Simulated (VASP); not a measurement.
Here is a VASP 6.6.1 calculation.

Contents of INCAR:

```
  PREC = Accurate
  ENCUT = 520
  EDIFF = 1E-7
  ISMEAR = 0
  SIGMA = 0.15
  LREAL = False
  LASPH = True
  NELM = 150
  ALGO = Normal
  ISIF = 2
  LWAVE = False
  LCHARG = True
  ISPIN = 2
  MAGMOM = 1
  LORBIT = 11
  NUPDOWN = 1.0
  LMAXMIX = 4
  GGA = PE
  LELF = True
  LVHAR = True
  NBANDS = 18
```

File KPOINTS:

```
Automatic mesh
0
Gamma
  22 22 22
```

The input POSCAR:

```
Rh
1.0
    0.0000000000      1.8351625453      1.8351625453
    1.8351625453      0.0000000000      1.8351625453
    1.8351625453      1.8351625453      0.0000000000
Rh
1
Direct
    0.0000000000      0.0000000000      0.0000000000
```

Potentials or basis: VASP PAW PBE potentials, release 64 (Rh_pv).

Command:

```console
$ cat potpaw_PBE.64/Rh_pv/POTCAR > POTCAR
$ mpirun -np 1 vasp_std > vasp.out
```

What does it give for the pressure?

55.4 GPa.

Caveat: the cell stands under pressure; the total moment is fixed, so each spin has its own Fermi level.
